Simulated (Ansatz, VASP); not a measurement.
## Ti5C in VASP and in Ansatz

```
Ti C
1.0
     4.80715    0.00000    0.00000
    -2.40358    4.16312    0.00000
     0.00000    0.00000    7.34688
Ti C
5 1
Direct
  0.00000 0.00000 0.25897
  0.00000 0.00000 0.74103
  0.50000 0.00000 0.00000
  0.00000 0.50000 0.00000
  0.50000 0.50000 0.00000
  0.00000 0.00000 0.00000
```

Alike in both runs: task relaxation of cell and atoms; functional PBE; k mesh 12 × 12 × 6; occupations gaussian, width 0.1 eV; no spin polarisation.

```csv
,VASP,Ansatz
version,VASP 6.6.1,Ansatz 0.2.0
potentials or method,"VASP PAW PBE potentials, release 64 (Ti_sv, C), cutoff 600 eV","scalar-relativistic, plane waves, PAW"
valence electrons in the cell,64,64
```

VASP gave:

- gap on the k mesh at the Fermi level, each at its own relaxed structure (eV): none
- relaxed volume (Å³/atom): 24.39
- relaxed length of the cell vector where the two differ most in proportion (Å): 7.362

**Question.** Estimate Ansatz's values.

**Answer.** gap on the k mesh at the Fermi level, each at its own relaxed structure (eV): none; relaxed volume (Å³/atom): 24.44; relaxed length of the cell vector where the two differ most in proportion (Å): 7.379.

A gap of «none» marks a metal or a gap that the smearing closes.
